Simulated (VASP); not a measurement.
InAs: single point with PBE

The system is InAs.

```
In As
1.0
     0.00000    3.00684    3.00684
     3.00684    0.00000    3.00684
     3.00684    3.00684    0.00000
In As
1 1
Cartesian
  0.0000 0.0000 0.0000
  1.5034 1.5034 1.5034
```

* Program: VASP 6.6.1
* Task: single point
* Functional: PBE
* Potentials or basis: VASP PAW PBE potentials, release 64 (In_d, As)
* Cutoff: 500 eV
* k mesh: 6 × 6 × 6
* Occupations: gaussian, width 0.05 eV
* Spin: no spin polarisation
* Dipole correction: no
* Further INCAR settings: ALGO = Normal; EDIFF = 1e-06; NBANDS = 16

- Pressure: 5.2 GPa
- Band gap on the k mesh: zero (filled and empty bands touch)

Levels at points of the mesh, in eV from the Fermi level:
```csv
k point,band 6,band 7,band 8,band 9,band 10,band 11,band 12,band 13
"(0.00, 0.00, 0.00)",-11.99,-0.13,-0.02,-0.02,-0.02,3.89,3.89,3.89
"(0.50, 0.00, 0.00)",-10.46,-5.87,-1.03,-1.03,0.97,4.67,4.67,6.86
"(0.50, 0.50, 0.00)",-9.90,-5.93,-2.40,-2.40,1.50,2.04,9.28,9.37
```

Wall time 14 s on 1 thread of Intel(R) Xeon(R) Platinum 8488C (Sapphire Rapids), with other jobs on the host, peak memory 0.18 GiB.

Caveat: the cell stands under pressure; semilocal functionals underestimate gaps, so a narrow gap can read as zero; spin-orbit coupling is left out, which moves the levels of the heavy elements.
